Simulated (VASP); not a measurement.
# ZnS (P2_1) in VASP: a series of runs

Runs on ZnS. Level: PBE. Tasks: single point.

Everything below comes from runs of VASP 6.6.1. Logs are shortened: lines on timing, memory, paths and dates and some standing lists are left out, and cuts for length are marked.

### 1 The cell of the first run

The structure is monoclinic, space group P2_1 (No. 4). Conventional cell: a = 3.897 Å, b = 6.304 Å, c = 3.897 Å, α = 90.00°, β = 120.00°, γ = 90.00°. Zn (site symmetry 1) has 4 S at 2.36 to 2.39 Å within 3.1 Å. Within 3.1 Å of S (site symmetry 1) lie 4 Zn at 2.36 to 2.39 Å.

### 2 Single point, PBE (atoms displaced along a vibrational mode, the cell strained)

File INCAR:

```
SYSTEM = ZnS
ALGO = Normal
EDIFF = 1E-7
ENCUT = 520
GGA = PE
ISIF = 2
ISMEAR = 0
LASPH = .True.
LCHARG = .True.
LELF = .True.
LREAL = .False.
LVHAR = .True.
LWAVE = .False.
NBANDS = 26
NELM = 100
PREC = Accurate
SIGMA = 0.05
```

File KPOINTS:

```
k-points
0
Gamma
  9 9 4
  0 0 0
```

File POSCAR:

```
ZnS
1.0
    3.8967046666      0.0000000000      0.0000000000
   -1.9483523333      3.3746452323      0.0000000000
    0.0000000000      0.0000000000      6.3037246812
Zn S
2 2
Direct
    0.3163527059      0.6666666667      0.0052003729
    0.6836472941      0.3333333333      0.5052003729
    0.3470553733      0.6666666667      0.3797996271
    0.6529446267      0.3333333333      0.8797996271
```

Potentials or basis: VASP PAW PBE potentials, release 64 (Zn, S).

Run with:

```bash
cat potpaw_PBE.64/Zn/POTCAR potpaw_PBE.64/S/POTCAR > POTCAR
mpirun -np 1 vasp_std > vasp.out
```

OUTCAR:

```text
SYSTEM = ZnS
   EDIFF = 1E-7
   ENCUT = 520
   GGA = PE
   ISIF = 2
   ISMEAR = 0
   LASPH = .True.
   LREAL = .False.
   NELM = 100
   PREC = Accurate

 ion  position               nearest neighbor table
   1  0.316  0.667  0.005-   3 2.36   4 2.37   4 2.38   4 2.39
   2  0.684  0.333  0.505-   4 2.36   3 2.37   3 2.38   3 2.39
   3  0.347  0.667  0.380-   1 2.36   2 2.37   2 2.38   2 2.39
   4  0.653  0.333  0.880-   2 2.36   1 2.37   1 2.38   1 2.39

  LATTYP: Found a hexagonal cell.
 ALAT       =     3.8967046666
 C/A-ratio  =     1.6177065548

  Lattice vectors:

 A1 = (   3.8967046666,   0.0000000000,   0.0000000000)
 A2 = (  -1.9483523333,   3.3746452323,   0.0000000000)
 A3 = (   0.0000000000,   0.0000000000,   6.3037246812)

Analysis of symmetry for initial positions (statically):
=====================================================================
 Subroutine PRICEL returns:
 Original cell was already a primitive cell.

 Routine SETGRP: Setting up the symmetry group for a
 hexagonal supercell.

 Subroutine GETGRP returns: Found  2 space group operations
 (whereof  1 operations were pure point group operations)
 out of a pool of 24 trial point group operations.

The static configuration has the point symmetry C_1 .
 The point group associated with its full space group is C_2 .

Analysis of symmetry for dynamics (positions and initial velocities):
=====================================================================
 Subroutine PRICEL returns:
 Original cell was already a primitive cell.

 Routine SETGRP: Setting up the symmetry group for a
 hexagonal supercell.

 Subroutine GETGRP returns: Found  2 space group operations
 (whereof  1 operations were pure point group operations)
 out of a pool of 24 trial point group operations.

The dynamic configuration has the point symmetry C_1 .
 The point group associated with its full space group is C_2 .

 Subroutine INISYM returns: Found  2 space group operations
 (whereof  1 operations are pure point group operations),
 and found     1 'primitive' translations

----------------------------------------------------------------------------------------

                                     Primitive cell

  volume of cell :      82.8940

  direct lattice vectors                    reciprocal lattice vectors
     3.896704667  0.000000000  0.000000000     0.256627095  0.148163723  0.000000000
    -1.948352333  3.374645232  0.000000000     0.000000000  0.296327445  0.000000000
     0.000000000  0.000000000  6.303724681     0.000000000  0.000000000  0.158636370

  length of vectors
     3.896704667  3.896704667  6.303724681     0.296327445  0.296327445  0.158636370

  position of ions in fractional coordinates (direct lattice)
     0.316352706  0.666666667  0.005200373
     0.683647294  0.333333333  0.505200373
     0.347055373  0.666666667  0.379799627
     0.652944627  0.333333333  0.879799627

  ion indices of the primitive-cell ions
   primitive index   ion index
                 1           1
                 2           2
                 3           3
                 4           4

----------------------------------------------------------------------------------------

 KPOINTS: k-points

Automatic generation of k-mesh.
 Grid dimensions read from file:
 generate k-points for:    9    9    4

 Generating k-lattice:

  Cartesian coordinates                     Fractional coordinates (reciprocal lattice)
     0.028514122  0.016462636  0.000000000     0.111111111  0.000000000  0.000000000
     0.000000000  0.032925272  0.000000000     0.000000000  0.111111111  0.000000000
     0.000000000  0.000000000  0.039659092     0.000000000  0.000000000  0.250000000

  Length of vectors
     0.032925272  0.032925272  0.039659092

  Shift w.r.t. Gamma in fractional coordinates (k-lattice)
     0.000000000  0.000000000  0.000000000

 Subroutine IBZKPT returns following result:
 ===========================================

 Found    123 irreducible k-points:

 Following reciprocal coordinates:
            Coordinates               Weight
  0.000000  0.000000  0.000000      1.000000
  0.111111 -0.000000  0.000000      2.000000
  0.000000  0.111111  0.000000      2.000000
 -0.111111  0.111111  0.000000      2.000000
  0.222222 -0.000000  0.000000      2.000000
  0.000000  0.222222  0.000000      2.000000
[... 16 lines left out ...]
  0.333333  0.111111  0.000000      2.000000
 -0.111111  0.444444  0.000000      2.000000
 [... further k-points ...]
   k-points           NKPTS =    123   k-points in BZ     NKDIM =    123   number of bands    NBANDS=     26
   number of dos      NEDOS =    301   number of ions     NIONS =      4
   total plane-waves  NPLWV =  43200
   dimension x,y,z NGX =    30 NGY =   30 NGZ =   48
   dimension x,y,z NGXF=    60 NGYF=   60 NGZF=   96
   ions per type =               2   2
   NGX,Y,Z   is equivalent  to a cutoff of  12.80, 12.80, 12.66 a.u.
   NGXF,Y,Z  is equivalent  to a cutoff of  25.60, 25.60, 25.32 a.u.
 SYSTEM =  ZnS
   PREC   = accura    normal or accurate (medium, high low for compatibility)
   ISTART =      0    job   : 0-new  1-cont  2-samecut
   ICHARG =      2    charge: 1-file 2-atom 10-const
   ISPIN  =      1    spin polarized calculation?
   LNONCOLLINEAR =      F non collinear calculations
   LSORBIT =      F    spin-orbit coupling
   LASPH  =      T    aspherical Exc in radial PAW
   ENCUT  =  520.0 eV  38.22 Ry    6.18 a.u.   7.25  7.25 11.72*2*pi/ulx,y,z
   NELM   =    100;   NELMIN=  2; NELMDL= -5     # of ELM steps
   EDIFF  = 0.1E-06   stopping-criterion for ELM
   LREAL  =      F    real-space projection
   EDIFFG = 0.1E-05   stopping-criterion for IOM
   NSW    =      0    number of steps for IOM
   IBRION =     -1    ionic relax: 0-MD 1-quasi-New 2-CG
   NFREE  =      0    steps in history (QN), initial steepest desc. (CG)
   ISIF   =      2    stress and relaxation
   ISYM   =      2    0-nonsym 1-usesym 2-fastsym
   POTIM  = 0.5000    time-step for ionic-motion
   TEBEG  =    0.0;   TEEND  =   0.0 temperature during run
   PSTRESS=    0.0 pullay stress
   NELECT =      36.0000    total number of electrons
   NUPDOWN=      -1.0000    fix difference up-down
   EMIN   =  10.00;   EMAX   =-10.00  energy-range for DOS
   EFERMI =   0.00;   METHOD = LEGACY
   ISMEAR =     0;   SIGMA  =   0.05  broadening in eV -4-tet -1-fermi 0-gaus
   EFERMI_NEDOS =   21; number of points for ismear=-14 and -15
   IALGO  =     38    algorithm
   IMIX   =      4    mixing-type and parameters
     AMIX     =   0.40;   BMIX     =  1.00
     AMIX_MAG =   1.60;   BMIX_MAG =  1.00
  volume/ion in A,a.u.               =      20.72       139.85
  Fermi-wavevector in a.u.,A,eV,Ry     =   1.239752  2.342791 20.911941  1.536984
  Thomas-Fermi vector in A             =   2.374222
   LORBIT       =      0    0 simple, 1 ext, 2 COOP (PROOUT), +10 PAW based schemes
   GGA     = PE    functional components
   LHFCALC =     F    Hartree Fock is set to
   AEXX    =    0.0000 exact exchange contribution
   IVDW    =     0    specifies the selected vdW correction
   LEPSILON=     F    determine dielectric tensor
   LRPA    =     F    only Hartree local field effects (RPA)
 non-spin polarized calculation
 Gauss-broadening in eV      SIGMA  =   0.05
  energy-cutoff  :      520.00
  volume of cell :       82.89
 maximum number of plane-waves:      2273
 NGX is ok and might be reduce to    30
   NGX = 15   NGY = 15   NGZ = 23

 number of electron      35.9999974 magnetization

 Free energy of the ion-electron system (eV)
  ---------------------------------------------------
  ext. energy  EPLUGINS =         0.00000000
  ---------------------------------------------------
  free energy    TOTEN  =       -13.67364370 eV

  energy without entropy =      -13.67364370  energy(sigma->0) =      -13.67364370

 E-fermi :   1.9664     XC(G=0):  -9.3945

 val. band max:        1.6872235101   @ k =   0.0000   0.0000   0.0000
 cond. band min:       3.6468691494   @ k =   0.0000   0.0000   0.0000
 fundamental gap:      1.9596456392
 Fermi energy:         1.9663524432

 k-point     1 :       0.0000    0.0000    0.0000
  band No.  band energies     occupation
      1     -11.1535      2.00000
      2     -10.2812      2.00000
      3      -4.4899      2.00000
      4      -4.4824      2.00000
      5      -4.4533      2.00000
      6      -4.3945      2.00000
[... 18 lines left out ...]
     25       9.3980      0.00000
     26      10.7231      0.00000

 k-point     2 :       0.1111   -0.0000    0.0000
  band No.  band energies     occupation
      1     -11.0789      2.00000
      2     -10.2410      2.00000
      3      -4.4881      2.00000
      4      -4.4720      2.00000
      5      -4.4396      2.00000
      6      -4.3732      2.00000
[... 18 lines left out ...]
     25       9.7173      0.00000
     26      10.2054      0.00000

 k-point     3 :       0.0000    0.1111    0.0000
  band No.  band energies     occupation
      1     -11.0787      2.00000
      2     -10.2417      2.00000
      3      -4.4835      2.00000
      4      -4.4711      2.00000
      5      -4.4442      2.00000
      6      -4.3825      2.00000
[... 18 lines left out ...]
     25       9.6751      0.00000
     26      10.3070      0.00000

 k-point     4 :      -0.1111    0.1111    0.0000
  band No.  band energies     occupation
      1     -11.0785      2.00000
      2     -10.2425      2.00000
      3      -4.4784      2.00000
      4      -4.4683      2.00000
      5      -4.4510      2.00000
      6      -4.3868      2.00000
[... 18 lines left out ...]
     25       9.6198      0.00000
     26      10.4039      0.00000

 k-point     5 :       0.2222   -0.0000    0.0000
  band No.  band energies     occupation
      1     -10.8744      2.00000
      2     -10.1421      2.00000
      3      -4.4811      2.00000
      4      -4.4427      2.00000
      5      -4.4075      2.00000
      6      -4.3291      2.00000
[... 18 lines left out ...]
     25       9.6679      0.00000
     26      10.5787      0.00000

 k-point     6 :       0.0000    0.2222    0.0000
  band No.  band energies     occupation
      1     -10.8734      2.00000
      2     -10.1453      2.00000
      3      -4.4754      2.00000
      4      -4.4394      2.00000
      5      -4.4147      2.00000
      6      -4.3427      2.00000
[... 427 lines left out ...]
 k-point    21 :       0.1111    0.2222    0.0000
  band No.  band energies     occupation
      1     -10.6974      2.00000
      2     -10.0760      2.00000
      3      -4.4461      2.00000
      4      -4.4126      2.00000
      5      -4.4010      2.00000
      6      -4.3054      2.00000
[... 18 lines left out ...]
     25      10.3073      0.00000
     26      10.5985      0.00000

 k-point    22 :       0.3333   -0.1111    0.0000
  band No.  band energies     occupation
      1     -10.6971      2.00000
      2     -10.0764      2.00000
      3      -4.4517      2.00000
      4      -4.4123      2.00000
      5      -4.3924      2.00000
      6      -4.3080      2.00000
[... 18 lines left out ...]
     25      10.2055      0.00000
     26      10.6442      0.00000

 k-point    23 :       0.3333    0.1111    0.0000
  band No.  band energies     occupation
      1     -10.4410      2.00000
      2     -10.0123      2.00000
      3      -4.4325      2.00000
      4      -4.3766      2.00000
      5      -4.3291      2.00000
      6      -4.2326      2.00000
[... 18 lines left out ...]
     25      10.7169      0.00000
     26      11.0395      0.00000

 k-point    24 :      -0.1111    0.4444    0.0000
  band No.  band energies     occupation
      1     -10.4322      2.00000
      2     -10.0281      2.00000
      3      -4.4429      2.00000
      4      -4.3876      2.00000
      5      -4.3093      2.00000
      6      -4.2389      2.00000
[... 18 lines left out ...]
     25      10.5570      0.00000
     26      11.1303      0.00000

 [... further k-points ...]

------------------------ aborting loop because EDIFF is reached ----------------------------------------

  FORCE on cell =-STRESS in cart. coord.  units (eV):
  Direction    XX          YY          ZZ          XY          YZ          ZX
  --------------------------------------------------------------------------------------
  -------------------------------------------------------------------------------------
  Total       -1.0956725     -1.0820885     -0.3023246     -0.0916607      0.0000000      0.0000000
  in kB      -21.1771975    -20.9146456     -5.8433414     -1.7716219      0.0000000      0.0000000
  external PRESSURE =     -15.9783948 kB  Pullay stress =       0.0000000 kB

 VOLUME and BASIS-vectors are now :
 -----------------------------------------------------------------------------
  energy-cutoff  :      520.00
  volume of cell :       82.89
      direct lattice vectors                 reciprocal lattice vectors
     3.896704667  0.000000000  0.000000000     0.256627095  0.148163723  0.000000000
    -1.948352333  3.374645232  0.000000000     0.000000000  0.296327445  0.000000000
     0.000000000  0.000000000  6.303724681     0.000000000  0.000000000  0.158636370

 POSITION                                       TOTAL-FORCE (eV/Angst)
 -----------------------------------------------------------------------------------
     -0.06617      2.24976      0.03278         0.069288      0.002936     -0.060460
      2.01452      1.12488      3.18464        -0.069288     -0.002936     -0.060460
      0.05347      2.24976      2.39415        -0.040978      0.001740      0.060460
      1.89488      1.12488      5.54601         0.040978     -0.001740      0.060460
 -----------------------------------------------------------------------------------
    total drift:                                0.000000     -0.000000      0.000135

  FREE ENERGIE OF THE ION-ELECTRON SYSTEM (eV)
  ---------------------------------------------------
  free  energy   TOTEN  =       -13.6736436973 eV

  energy  without entropy=      -13.6736436973  energy(sigma->0) =      -13.67364370
```

It took 4.2 min on 1 thread of Intel Xeon 6975P-C (Granite Rapids), shared host; peak memory 0.34 GiB.

What came out:

| Property | Result |
| --- | --- |
| Free energy | -13.6736 eV |
| Pressure | -1.6 GPa |
| Largest force | 0.092 eV/Å |
| Band gap on the k mesh | 1.96 eV |

Forces on the atoms (eV/Å):
```
Zn   0.069  0.003 -0.060
Zn  -0.069 -0.003 -0.060
S   -0.041  0.002  0.060
S    0.041 -0.002  0.060
```

Stress tensor (GPa, compression positive):
```
-2.12 -0.18  0.00
-0.18 -2.09  0.00
 0.00  0.00 -0.58
```

Levels at points of the mesh, in eV from the valence-band top:
```csv
k point,band 15,band 16,band 17,band 18,band 19,band 20,band 21,band 22
"(0.00, 0.00, 0.00)",-0.86,-0.05,-0.05,0.00,1.96,2.91,6.16,6.39
"(0.00, 0.00, 0.50)",-0.48,-0.48,-0.45,-0.45,3.34,3.34,6.63,6.63
```

Caveat: the cell differs from its parent crystal (atoms displaced along a vibrational mode, the cell strained).

### 3 Single point, PBE (atoms displaced along a vibrational mode, the cell strained)

File INCAR:

```
PREC     = Accurate       # precision mode
ENCUT    = 520            # plane-wave cutoff, eV
EDIFF    = 1E-6           # SCF threshold, eV
ISMEAR   = 0              # smearing method
SIGMA    = 0.05           # smearing width, eV
LREAL    = False          # projectors in reciprocal space
LASPH    = True           # aspherical terms in the spheres
NELM     = 80             # most SCF steps
ALGO     = Normal         # electronic algorithm
ISIF     = 2              # what is computed and relaxed
LWAVE    = False          # write WAVECAR
LCHARG   = False          # write CHGCAR
GGA      = PE             # functional
NBANDS   = 26             # bands
```

File KPOINTS:

```
regular mesh
0
Gamma
  9 9 4
```

File POSCAR:

```
ZnS
1.0
    3.8967046666      0.0000000000      0.0000000000
   -1.9483523333      3.3746452323      0.0000000000
    0.0000000000      0.0000000000      6.3037246812
Zn S
2 2
Direct
    0.2993460745      0.6666666667      0.0052003729
    0.7006539255      0.3333333333      0.5052003729
    0.3607984271      0.6666666667      0.3797996271
    0.6392015729      0.3333333333      0.8797996271
```

Potentials or basis: VASP PAW PBE potentials, release 64 (Zn, S).

Run with:

```bash
cat potpaw_PBE.64/Zn/POTCAR potpaw_PBE.64/S/POTCAR > POTCAR
mpirun -np 1 vasp_std > vasp.out
```

It took 4.3 min on 1 thread of Intel Xeon 6975P-C (Granite Rapids), shared host; peak memory 0.35 GiB.

It converged, with:

* Free energy: -13.6530 eV
* Pressure: -1.7 GPa
* Largest force: 0.146 eV/Å
* Band gap on the k mesh: 1.93 eV

Forces in eV/Å, atoms in the order of the input:
```
Zn   0.142  0.012 -0.032
Zn  -0.142 -0.012 -0.032
S   -0.084  0.007  0.032
S    0.084 -0.007  0.032
```

Stress tensor (GPa, compression positive):
```
-2.19 -0.35  0.00
-0.35 -2.09  0.00
 0.00  0.00 -0.83
```

Levels at points of the mesh, in eV from the valence-band top:
| k point | band 14 | band 15 | band 16 | band 17 | band 18 | band 19 | band 20 | band 21 | band 22 | band 23 |
| --- | --- | --- | --- | --- | --- | --- | --- | --- | --- | --- |
| (0.00, 0.00, 0.00) | -0.91 | -0.85 | -0.11 | -0.05 | 0.00 | 1.93 | 2.90 | 6.04 | 6.50 | 6.66 |
| (0.00, 0.00, 0.50) | -2.74 | -0.52 | -0.52 | -0.45 | -0.45 | 3.32 | 3.32 | 6.53 | 6.53 | 6.70 |

Caveat: the cell differs from its parent crystal (atoms displaced along a vibrational mode, the cell strained).

### 4 Single point, PBE (atoms displaced along a vibrational mode, the cell strained)

File INCAR:

```
SYSTEM = ZnS
PREC = Accurate ; ENCUT = 520
EDIFF = 1E-6 ; ISMEAR = 0
SIGMA = 0.05 ; LREAL = .FALSE.
LASPH = .TRUE. ; NELM = 100
ALGO = Normal ; ISIF = 2
LWAVE = .FALSE. ; LCHARG = .TRUE.
GGA = PE ; LELF = .TRUE.
LVHAR = .TRUE. ; NBANDS = 26
```

File KPOINTS:

```
regular mesh
0
G
  9 9 4
  0 0 0
```

File POSCAR:

```
ZnS
1.0
    3.9482351536      0.0000000000      0.0000000000
   -1.9741175768      3.4192719432      0.0000000000
    0.0000000000      0.0000000000      6.3037246812
Zn S
2 2
Direct
    0.2823654471      0.6666666667      0.0052003729
    0.7176345529      0.3333333333      0.5052003729
    0.3745204671      0.6666666667      0.3797996271
    0.6254795329      0.3333333333      0.8797996271
```

Run with:

```bash
cat potpaw_PBE.64/Zn/POTCAR potpaw_PBE.64/S/POTCAR > POTCAR
mpirun -np 1 vasp_std > vasp.out
```

Wall time 4.4 min (1 thread of Intel Xeon 6975P-C (Granite Rapids), shared host); peak memory 0.35 GiB.

It converged, with:

```
Free energy            : -13.5741 eV
Pressure               : -3.3 GPa
Largest force          : 0.204 eV/Å
Band gap on the k mesh : 1.78 eV
```

Forces in eV/Å, atoms in the order of the input:
```
Zn   0.199  0.025 -0.041
Zn  -0.199 -0.025 -0.041
S   -0.162  0.015  0.041
S    0.162 -0.015  0.041
```

Stress tensor (GPa, compression positive):
```
-4.24 -0.67  0.00
-0.67 -3.98  0.00
 0.00  0.00 -1.79
```

Levels at points of the mesh, in eV from the valence-band top:
| k point | band 14 | band 15 | band 16 | band 17 | band 18 | band 19 | band 20 | band 21 | band 22 | band 23 |
| --- | --- | --- | --- | --- | --- | --- | --- | --- | --- | --- |
| (0.00, 0.00, 0.00) | -0.92 | -0.83 | -0.17 | -0.01 | 0.00 | 1.78 | 2.79 | 5.89 | 6.58 | 6.72 |
| (0.00, 0.00, 0.50) | -2.65 | -0.55 | -0.55 | -0.44 | -0.44 | 3.18 | 3.18 | 6.42 | 6.42 | 6.64 |

Caveat: the cell differs from its parent crystal (atoms displaced along a vibrational mode, the cell strained); the cell stands under tension.

(Part 1 of 2 ends here.)
